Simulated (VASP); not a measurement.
# Al4B3Sb in VASP: a series of runs, part 2 of 2

VASP 6.6.1.

## (4) Single point, PBE

This run uses another cell than the first one, of 13.77 Å³/atom.

Contents of INCAR:

```
PREC = Accurate ; ENCUT = 520
EDIFF = 1E-7 ; ISMEAR = 0
SIGMA = 0.2 ; LREAL = F
LASPH = T ; NELM = 80
ALGO = Normal ; ISIF = 2
LWAVE = F ; LCHARG = T
GGA = PE ; LELF = T
LVHAR = T ; NBANDS = 23
```

Contents of KPOINTS:

```
regular mesh
0
Gamma
  8 8 2
```

Contents of POSCAR:

```
Al4B3Sb
1.0
   -3.0553265738      1.7688370057      0.0045766860
   -3.0570859433     -1.7715242395      0.0064929480
   -2.0210494297     -0.0061947705     10.1839528286
Al B Sb
4 3 1
Direct
    0.8255257083      0.8351100544      0.2080175425
    0.6983722205      0.6955410801      0.6055413398
    0.2991760205      0.3036316158      0.7920057250
    0.4344969947      0.4350909993      0.3943930748
    0.0789598371      0.0525815633      0.5000446556
    0.0033493196      0.0083598826      0.6803633401
    0.1217627889      0.1300706483      0.3196682523
    0.5651516664      0.5664087122     -0.0000339299
```

Potentials or basis: VASP PAW PBE potentials, release 64 (Al, B, Sb).

Run with:

```console
> cat potpaw_PBE.64/Al/POTCAR potpaw_PBE.64/B/POTCAR potpaw_PBE.64/Sb/POTCAR > POTCAR
> mpirun -np 1 vasp_std > vasp.out
```

OUTCAR:

```text
PREC = Accurate
   ENCUT = 520
   EDIFF = 1E-7
   ISMEAR = 0
   LREAL = F
   LASPH = T
   NELM = 80
   ISIF = 2
   GGA = PE

 ion  position               nearest neighbor table
   1  0.826  0.835  0.208-   7 2.33   7 2.34   7 2.34   4 2.78   4 2.78   4 2.80   8 2.93   8 2.94
                             8 2.95
   2  0.698  0.696  0.606-   6 2.17   6 2.18   6 2.19   5 2.27   5 2.31   5 2.34   3 2.78   3 2.78
                             3 2.80   4 2.96   4 2.96   4 2.97
   3  0.299  0.304  0.792-   6 2.33   6 2.34   6 2.34   2 2.78   2 2.78   2 2.80   8 2.94   8 2.94
                             8 2.94
   4  0.434  0.435  0.394-   7 2.17   7 2.18   7 2.19   5 2.27   5 2.31   5 2.34   1 2.78   1 2.78
                             1 2.80   2 2.96   2 2.96   2 2.97
   5  0.079  0.053  0.500-   6 1.84   7 1.84   4 2.27   2 2.27   2 2.31   4 2.31   2 2.34   4 2.34

   6  0.003  0.008  0.680-   5 1.84   2 2.17   2 2.18   2 2.19   3 2.33   3 2.34   3 2.34
   7  0.122  0.130  0.320-   5 1.84   4 2.17   4 2.18   4 2.19   1 2.33   1 2.34   1 2.34
   8  0.565  0.566  1.000-   1 2.93   3 2.94   3 2.94   1 2.94   3 2.94   1 2.95

  LATTYP: Found a triclinic cell.
 ALAT       =     3.5403622010
 B/A-ratio  =     0.9971901717
 C/A-ratio  =     2.9322578097
 COS(alpha) =     0.0001017524
 COS(beta)  =     0.1695686338
 COS(gamma) =     0.5005972451

  Lattice vectors:

 A1 = (   0.0017593695,   3.5403612452,  -0.0019162620)
 A2 = (  -3.0553265738,   1.7688370057,   0.0045766860)
 A3 = (   1.0360365136,   1.7653294690,  10.1774598806)

Analysis of symmetry for initial positions (statically):
=====================================================================
 Subroutine PRICEL returns:
 Original cell was already a primitive cell.

 Routine SETGRP: Setting up the symmetry group for a
 triclinic supercell.

 Subroutine GETGRP returns: Found  1 space group operations
 (whereof  1 operations were pure point group operations)
 out of a pool of  2 trial point group operations.

The static configuration has the point symmetry C_1 .

Analysis of symmetry for dynamics (positions and initial velocities):
=====================================================================
 Subroutine PRICEL returns:
 Original cell was already a primitive cell.

 Routine SETGRP: Setting up the symmetry group for a
 triclinic supercell.

 Subroutine GETGRP returns: Found  1 space group operations
 (whereof  1 operations were pure point group operations)
 out of a pool of  2 trial point group operations.

The dynamic configuration has the point symmetry C_1 .

 Subroutine INISYM returns: Found  1 space group operations
 (whereof  1 operations are pure point group operations),
 and found     1 'primitive' translations

----------------------------------------------------------------------------------------

                                     Primitive cell

  volume of cell :     110.1515

  direct lattice vectors                    reciprocal lattice vectors
    -3.055326574  1.768837006  0.004576686    -0.163784283  0.282520944 -0.032331845
    -3.057085943 -1.771524239  0.006492948    -0.163536460 -0.282393442 -0.032626293
    -2.021049430 -0.006194771 10.183952829     0.000177870  0.000053079  0.098229031

  length of vectors
[... 56 lines left out ...]
 -0.000000  0.125000  0.000000      2.000000
[... 16 lines left out ...]
  0.125000  0.375000  0.000000      2.000000
  0.250000  0.375000  0.000000      2.000000
 [... further k-points ...]
   k-points           NKPTS =     68   k-points in BZ     NKDIM =     68   number of bands    NBANDS=     23
   number of dos      NEDOS =    301   number of ions     NIONS =      8
   total plane-waves  NPLWV =  62720
   dimension x,y,z NGX =    28 NGY =   28 NGZ =   80
   dimension x,y,z NGXF=    56 NGYF=   56 NGZF=  160
   ions per type =               4   3   1
   NGX,Y,Z   is equivalent  to a cutoff of  13.19, 13.17, 12.81 a.u.
   NGXF,Y,Z  is equivalent  to a cutoff of  26.37, 26.35, 25.62 a.u.
 SYSTEM =  unknown system
   PREC   = accura    normal or accurate (medium, high low for compatibility)
   ISTART =      0    job   : 0-new  1-cont  2-samecut
   ICHARG =      2    charge: 1-file 2-atom 10-const
   ISPIN  =      1    spin polarized calculation?
   LNONCOLLINEAR =      F non collinear calculations
   LSORBIT =      F    spin-orbit coupling
   LASPH  =      T    aspherical Exc in radial PAW
   ENCUT  =  520.0 eV  38.22 Ry    6.18 a.u.   6.56  6.57 19.30*2*pi/ulx,y,z
   NELM   =     80;   NELMIN=  2; NELMDL= -5     # of ELM steps
   EDIFF  = 0.1E-06   stopping-criterion for ELM
   LREAL  =      F    real-space projection
   EDIFFG = 0.1E-05   stopping-criterion for IOM
   NSW    =      0    number of steps for IOM
   IBRION =     -1    ionic relax: 0-MD 1-quasi-New 2-CG
   NFREE  =      0    steps in history (QN), initial steepest desc. (CG)
   ISIF   =      2    stress and relaxation
   ISYM   =      2    0-nonsym 1-usesym 2-fastsym
   POTIM  = 0.5000    time-step for ionic-motion
   TEBEG  =    0.0;   TEEND  =   0.0 temperature during run
   PSTRESS=    0.0 pullay stress
   NELECT =      26.0000    total number of electrons
   NUPDOWN=      -1.0000    fix difference up-down
   EMIN   =  10.00;   EMAX   =-10.00  energy-range for DOS
   EFERMI =   0.00;   METHOD = LEGACY
   ISMEAR =     0;   SIGMA  =   0.20  broadening in eV -4-tet -1-fermi 0-gaus
   EFERMI_NEDOS =   21; number of points for ismear=-14 and -15
   IALGO  =     38    algorithm
   IMIX   =      4    mixing-type and parameters
     AMIX     =   0.40;   BMIX     =  1.00
     AMIX_MAG =   1.60;   BMIX_MAG =  1.00
  volume/ion in A,a.u.               =      13.77        92.92
  Fermi-wavevector in a.u.,A,eV,Ry     =   1.011741  1.911913 13.927183  1.023619
  Thomas-Fermi vector in A             =   2.144808
   LORBIT       =      0    0 simple, 1 ext, 2 COOP (PROOUT), +10 PAW based schemes
   GGA     = PE    functional components
   LHFCALC =     F    Hartree Fock is set to
   AEXX    =    0.0000 exact exchange contribution
   IVDW    =     0    specifies the selected vdW correction
   LEPSILON=     F    determine dielectric tensor
   LRPA    =     F    only Hartree local field effects (RPA)
 non-spin polarized calculation
 Gauss-broadening in eV      SIGMA  =   0.20
  energy-cutoff  :      520.00
  volume of cell :      110.15
 maximum number of plane-waves:      3027
 NGX is ok and might be reduce to    28
   NGX = 13   NGY = 13   NGZ = 39

 number of electron      26.0000000 magnetization

 Free energy of the ion-electron system (eV)
  ---------------------------------------------------
  ext. energy  EPLUGINS =         0.00000000
  ---------------------------------------------------
  free energy    TOTEN  =       -38.23583540 eV

  energy without entropy =      -38.19851369  energy(sigma->0) =      -38.21717454

 E-fermi :   8.4094     XC(G=0): -10.6246

 val. band max:        8.3881755381   @ k =   0.3750   0.5000   0.0000
 cond. band min:       8.4175464884   @ k =   0.5000   0.1250   0.5000
 fundamental gap:      0.0293709503
 Fermi energy:         8.4094394569

 k-point     1 :       0.0000    0.0000    0.0000
  band No.  band energies     occupation
      1      -5.1335      2.00000
      2      -3.5476      2.00000
      3      -3.3117      2.00000
      4       0.5122      2.00000
      5       1.2163      2.00000
      6       5.7880      2.00000
[... 613 lines left out ...]
     22      13.6752      0.00000
     23      14.6323      0.00000

 [... further k-points ...]

------------------------ aborting loop because EDIFF is reached ----------------------------------------

  FORCE on cell =-STRESS in cart. coord.  units (eV):
  Direction    XX          YY          ZZ          XY          YZ          ZX
  --------------------------------------------------------------------------------------
  -------------------------------------------------------------------------------------
  Total       -0.0280051     -0.0449637      0.0425613     -0.0093477      0.0198952     -0.0149883
  in kB       -0.4073403     -0.6540075      0.6190635     -0.1359641      0.2893796     -0.2180086
  external PRESSURE =      -0.1474281 kB  Pullay stress =       0.0000000 kB

 VOLUME and BASIS-vectors are now :
 -----------------------------------------------------------------------------
  energy-cutoff  :      520.00
  volume of cell :      110.15
      direct lattice vectors                 reciprocal lattice vectors
    -3.055326574  1.768837006  0.004576686    -0.163784283  0.282520944 -0.032331845
    -3.057085943 -1.771524239  0.006492948    -0.163536460 -0.282393442 -0.032626293
    -2.021049430 -0.006194771 10.183952829     0.000177870  0.000053079  0.098229031

 POSITION                                       TOTAL-FORCE (eV/Angst)
 -----------------------------------------------------------------------------------
     -5.49567     -0.02049      2.12764        -0.000336      0.003014      0.012421
     -5.48391     -0.00061      6.17452         0.001556     -0.007335      0.009382
     -3.44299     -0.01360      8.06909        -0.000302     -0.003470     -0.014305
     -3.45473     -0.00466      4.02129        -0.000979      0.007149     -0.004599
     -1.41261      0.04342      5.09313         0.000619      0.001530     -0.004548
     -1.41084     -0.01310      6.92886         0.001030      0.001447      0.003059
     -1.41573     -0.01703      3.25689        -0.001335     -0.003528     -0.004036
     -5.47926     -0.00994     10.18987        -0.000253      0.001193      0.002626
 -----------------------------------------------------------------------------------
    total drift:                               -0.000003      0.000007     -0.000009

  FREE ENERGIE OF THE ION-ELECTRON SYSTEM (eV)
  ---------------------------------------------------
  free  energy   TOTEN  =       -38.2358353990 eV

  energy  without entropy=      -38.1985136893  energy(sigma->0) =      -38.21717454
```

It took 4.3 min on 1 thread of Intel Xeon 8259CL, shared host; peak memory 0.34 GiB.

What came out:

```yaml
Free_energy: -38.2358 eV
Pressure: 0.0 GPa
Largest_force: 0.015 eV/Å
Band_gap_on_the_k_mesh: zero (bands 13 and 14 overlap by 3.68 eV)
```

Forces in eV/Å, atoms in the order of the input:
```
Al   0.000  0.003  0.012
Al   0.002 -0.007  0.009
Al   0.000 -0.003 -0.014
Al  -0.001  0.007 -0.005
B    0.001  0.002 -0.005
B    0.001  0.001  0.003
B   -0.001 -0.004 -0.004
Sb   0.000  0.001  0.003
```

Stress tensor (GPa, compression positive):
```
-0.04 -0.01 -0.02
-0.01 -0.07  0.03
-0.02  0.03  0.06
```

Levels at points of the mesh, in eV from the Fermi level:
| k point | band 11 | band 12 | band 13 | band 14 | band 15 | band 16 |
| --- | --- | --- | --- | --- | --- | --- |
| (0.00, 0.00, 0.00) | -0.15 | 1.88 | 2.20 | 2.22 | 2.41 | 2.44 |
| (0.50, 0.00, 0.00) | -2.47 | -2.46 | -0.34 | 0.20 | 0.23 | 0.47 |
| (0.00, 0.50, 0.00) | -2.46 | -2.45 | -0.31 | 0.21 | 0.22 | 0.48 |
| (0.50, 0.50, 0.00) | -2.42 | -1.25 | -0.93 | -0.49 | -0.15 | 1.23 |
| (0.00, 0.00, 0.50) | 1.00 | 2.12 | 2.16 | 2.38 | 2.39 | 2.41 |
| (0.50, 0.00, 0.50) | -2.39 | -1.26 | -0.91 | -0.43 | -0.12 | 1.25 |
| (0.00, 0.50, 0.50) | -2.38 | -1.25 | -0.92 | -0.41 | -0.11 | 1.26 |
| (0.50, 0.50, 0.50) | -2.50 | -2.44 | -0.42 | 0.16 | 0.22 | 0.48 |

Caveat: spin-orbit coupling is left out, which moves the levels of the heavy elements.

## (5) The runs side by side

```csv
cell,k mesh,smearing,gap on the mesh (eV),pressure (GPa),largest force (eV/Å)
"a = 3.534, b = 3.534, c = 10.357 Å, angles 99.7, 99.7, 60.0°, 8 atoms, atomic positions A",10 × 10 × 4,gaussian 0.1 eV,none,0.0,0.02
"a = 3.534, b = 3.534, c = 10.357 Å, angles 80.3, 80.3, 60.0°, 8 atoms, atomic positions A",8 × 8 × 2,gaussian 0.2 eV,none,0.1,0.17
"a = 3.530, b = 3.533, c = 10.383 Å, angles 80.2, 80.2, 60.2°, 8 atoms, atomic positions B",8 × 8 × 2,gaussian 0.2 eV,none,0.0,0.01
```

Alike in all rows: task single point; level PBE; potentials or basis VASP PAW PBE potentials, release 64 (Al, B, Sb); no spin polarisation; cutoff (eV) 520.

Caveats: spin-orbit coupling is left out, which moves the levels of the heavy elements.

Absolute energies hang on the potentials; compare differences alone.
